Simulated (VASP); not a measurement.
# GaP (m.bgw) (F-43m) in VASP: single point with PBE

Aim: the single point of GaP (m.bgw) with PBE.

Program: VASP 6.6.1. These are calculated values, not measurements. Logs are shortened: lines on timing, memory, paths and dates and some standing lists are left out, and cuts for length are marked.

**1. The cell of the first run**

The structure is cubic, space group F-43m (No. 216). The conventional cell has a = 5.507 Å, b = 5.507 Å, c = 5.507 Å, α = 90.00°, β = 90.00°, γ = 90.00°. Ga (site symmetry -43m) has 4 P at 2.38 Å within 3.1 Å. Within 3.1 Å of P (site symmetry -43m) lie 4 Ga at 2.38 Å.

**2. Single point, PBE**

Contents of INCAR:

```
PREC = Accurate ; ENCUT = 500
EDIFF = 1E-6 ; ISMEAR = 0
SIGMA = 0.01 ; LREAL = F
LASPH = T ; NELM = 120
ALGO = Normal ; ISIF = 2
LWAVE = F ; LCHARG = T
GGA = PE ; LELF = T
LVHAR = T ; NBANDS = 16
GGA_COMPAT = F
```

Contents of KPOINTS:

```
Automatic mesh
0
Gamma
  4 4 4
```

Contents of POSCAR:

```
GaP
1.0
    0.0000000000      2.7533028936      2.7533028936
    2.7533028936      0.0000000000      2.7533028936
    2.7533028936      2.7533028936      0.0000000000
Ga P
1 1
Direct
    0.0000000000      0.0000000000      0.0000000000
    0.2500000000      0.2500000000      0.2500000000
```

Potentials or basis: VASP PAW PBE potentials, release 64 (Ga_d, P).

Run with:

```sh
$ cat potpaw_PBE.64/Ga_d/POTCAR potpaw_PBE.64/P/POTCAR > POTCAR
$ mpirun -np 1 vasp_std > vasp.out
```

OUTCAR:

```text
PREC = Accurate
   ENCUT = 500
   EDIFF = 1E-6
   ISMEAR = 0
   LREAL = F
   LASPH = T
   NELM = 120
   ISIF = 2
   GGA = PE

 ion  position               nearest neighbor table
   1  0.000  0.000  0.000-   2 2.38   2 2.38   2 2.38   2 2.38
   2  0.250  0.250  0.250-   1 2.38   1 2.38   1 2.38   1 2.38

  LATTYP: Found a face centered cubic cell.
 ALAT       =     5.5066057872

  Lattice vectors:

 A1 = (   0.0000000000,   2.7533028936,   2.7533028936)
 A2 = (   2.7533028936,   0.0000000000,   2.7533028936)
 A3 = (   2.7533028936,   2.7533028936,   0.0000000000)

Analysis of symmetry for initial positions (statically):
=====================================================================
 Subroutine PRICEL returns:
 Original cell was already a primitive cell.

 Routine SETGRP: Setting up the symmetry group for a
 face centered cubic supercell.

 Subroutine GETGRP returns: Found 24 space group operations
 (whereof 24 operations were pure point group operations)
 out of a pool of 48 trial point group operations.

The static configuration has the point symmetry T_d .

Analysis of symmetry for dynamics (positions and initial velocities):
=====================================================================
 Subroutine PRICEL returns:
 Original cell was already a primitive cell.

 Routine SETGRP: Setting up the symmetry group for a
 face centered cubic supercell.

 Subroutine GETGRP returns: Found 24 space group operations
 (whereof 24 operations were pure point group operations)
 out of a pool of 48 trial point group operations.

The dynamic configuration has the point symmetry T_d .

 Subroutine INISYM returns: Found 24 space group operations
 (whereof 24 operations are pure point group operations),
 and found     1 'primitive' translations

----------------------------------------------------------------------------------------

                                     Primitive cell

  volume of cell :      41.7438

  direct lattice vectors                    reciprocal lattice vectors
     0.000000000  2.753302894  2.753302894    -0.181600071  0.181600071  0.181600071
     2.753302894  0.000000000  2.753302894     0.181600071 -0.181600071  0.181600071
     2.753302894  2.753302894  0.000000000     0.181600071  0.181600071 -0.181600071

  length of vectors
     3.893758293  3.893758293  3.893758293     0.314540549  0.314540549  0.314540549

[... 61 lines left out ...]
   ENCUT  =  500.0 eV  36.75 Ry    6.06 a.u.   7.10  7.10  7.10*2*pi/ulx,y,z
   NELM   =    120;   NELMIN=  2; NELMDL= -5     # of ELM steps
   EDIFF  = 0.1E-05   stopping-criterion for ELM
   LREAL  =      F    real-space projection
   EDIFFG = 0.1E-04   stopping-criterion for IOM
   NSW    =      0    number of steps for IOM
   IBRION =     -1    ionic relax: 0-MD 1-quasi-New 2-CG
   NFREE  =      0    steps in history (QN), initial steepest desc. (CG)
   ISIF   =      2    stress and relaxation
   ISYM   =      2    0-nonsym 1-usesym 2-fastsym
   POTIM  = 0.5000    time-step for ionic-motion
   TEBEG  =    0.0;   TEEND  =   0.0 temperature during run
   PSTRESS=    0.0 pullay stress
   NELECT =      18.0000    total number of electrons
   NUPDOWN=      -1.0000    fix difference up-down
   EMIN   =  10.00;   EMAX   =-10.00  energy-range for DOS
   EFERMI =   0.00;   METHOD = LEGACY
   ISMEAR =     0;   SIGMA  =   0.01  broadening in eV -4-tet -1-fermi 0-gaus
   EFERMI_NEDOS =   21; number of points for ismear=-14 and -15
   IALGO  =     38    algorithm
   IMIX   =      4    mixing-type and parameters
     AMIX     =   0.40;   BMIX     =  1.00
     AMIX_MAG =   1.60;   BMIX_MAG =  1.00
  volume/ion in A,a.u.               =      20.87       140.85
  Fermi-wavevector in a.u.,A,eV,Ry     =   1.236806  2.337225 20.812692  1.529690
  Thomas-Fermi vector in A             =   2.371400
   LORBIT       =      0    0 simple, 1 ext, 2 COOP (PROOUT), +10 PAW based schemes
   GGA     = PE    functional components
   LHFCALC =     F    Hartree Fock is set to
   AEXX    =    0.0000 exact exchange contribution
   IVDW    =     0    specifies the selected vdW correction
   LEPSILON=     F    determine dielectric tensor
   LRPA    =     F    only Hartree local field effects (RPA)
 non-spin polarized calculation
 Gauss-broadening in eV      SIGMA  =   0.01
  energy-cutoff  :      500.00
  volume of cell :       41.74
 maximum number of plane-waves:      1068
   NGX = 15   NGY = 15   NGZ = 15

 number of electron      18.0000009 magnetization

 Free energy of the ion-electron system (eV)
  ---------------------------------------------------
  ext. energy  EPLUGINS =         0.00000000
  ---------------------------------------------------
  free energy    TOTEN  =        -8.98849522 eV

  energy without entropy =       -8.98849522  energy(sigma->0) =       -8.98849522

 E-fermi :   4.4638     XC(G=0):  -9.6714

 val. band max:        4.3901614413   @ k =   0.0000   0.0000   0.0000
 cond. band min:       5.9506631179   @ k =   0.5000   0.0000   0.0000
 fundamental gap:      1.5605016766
 Fermi energy:         4.4637925689

 k-point     1 :       0.0000    0.0000    0.0000
  band No.  band energies     occupation
      1     -10.1611      2.00000
      2     -10.1611      2.00000
      3     -10.1611      2.00000
      4     -10.0718      2.00000
      5     -10.0718      2.00000
      6      -7.8828      2.00000
[... 129 lines left out ...]
      3     -10.1072      2.00000
      4     -10.0851      2.00000
      5     -10.0637      2.00000
      6      -4.9635      2.00000
[... 8 lines left out ...]
     15      16.1284      0.00000
     16      17.9017      0.00000

------------------------ aborting loop because EDIFF is reached ----------------------------------------

  FORCE on cell =-STRESS in cart. coord.  units (eV):
  Direction    XX          YY          ZZ          XY          YZ          ZX
  --------------------------------------------------------------------------------------
  -------------------------------------------------------------------------------------
  Total        0.0678957      0.0678957      0.0678957     -0.0000000     -0.0000000     -0.0000000
  in kB        2.6059200      2.6059200      2.6059200     -0.0000000     -0.0000000     -0.0000000
  external PRESSURE =       2.6059200 kB  Pullay stress =       0.0000000 kB

 VOLUME and BASIS-vectors are now :
 -----------------------------------------------------------------------------
  energy-cutoff  :      500.00
  volume of cell :       41.74
      direct lattice vectors                 reciprocal lattice vectors
     0.000000000  2.753302894  2.753302894    -0.181600071  0.181600071  0.181600071
     2.753302894  0.000000000  2.753302894     0.181600071 -0.181600071  0.181600071
     2.753302894  2.753302894  0.000000000     0.181600071  0.181600071 -0.181600071

 POSITION                                       TOTAL-FORCE (eV/Angst)
 -----------------------------------------------------------------------------------
      0.00000      0.00000      0.00000        -0.000000     -0.000000      0.000000
      1.37665      1.37665      1.37665         0.000000      0.000000     -0.000000
 -----------------------------------------------------------------------------------
    total drift:                                0.000001      0.000001      0.000001

  FREE ENERGIE OF THE ION-ELECTRON SYSTEM (eV)
  ---------------------------------------------------
  free  energy   TOTEN  =        -8.9884952185 eV

  energy  without entropy=       -8.9884952185  energy(sigma->0) =       -8.98849522
```

OSZICAR:

```text
N       E                     dE             d eps       ncg     rms          rms(c)
DAV:   1     0.747541040022E+02    0.74754E+02   -0.88481E+03   264   0.154E+03
DAV:   2    -0.368909649821E+01   -0.78443E+02   -0.75099E+02   320   0.295E+02
DAV:   3    -0.919502242058E+01   -0.55059E+01   -0.54949E+01   312   0.622E+01
DAV:   4    -0.927586536962E+01   -0.80843E-01   -0.80836E-01   336   0.820E+00
DAV:   5    -0.927757407714E+01   -0.17087E-02   -0.17087E-02   296   0.106E+00    0.414E+00
DAV:   6    -0.901470968325E+01    0.26286E+00   -0.40294E-01   392   0.104E+01    0.275E+00
DAV:   7    -0.898678190527E+01    0.27928E-01   -0.98536E-02   352   0.205E+00    0.112E+00
DAV:   8    -0.898776675481E+01   -0.98485E-03   -0.15087E-02   296   0.145E+00    0.185E-01
DAV:   9    -0.898831323168E+01   -0.54648E-03   -0.15339E-03   312   0.547E-01    0.874E-02
DAV:  10    -0.898840634767E+01   -0.93116E-04   -0.12748E-04   368   0.113E-01    0.450E-02
DAV:  11    -0.898849558448E+01   -0.89237E-04   -0.12199E-04   304   0.925E-02    0.529E-03
DAV:  12    -0.898849521850E+01    0.36598E-06   -0.33246E-06   328   0.232E-02
   1 F= -.89884952E+01 E0= -.89884952E+01  d E =-.752903E-27
```

It took 6.8 s on 1 thread of Intel Xeon Platinum 8559C (Emerald Rapids), shared host; peak memory 0.14 GiB.

What came out:

```yaml
Free_energy: -8.9885 eV
Pressure: 0.3 GPa
Band_gap_on_the_k_mesh: 1.56 eV, indirect (the least direct gap lies 2.4 meV higher)
```

Caveat: the k points lie up to 0.49 Å⁻¹ apart. A k mesh can miss the band edges.
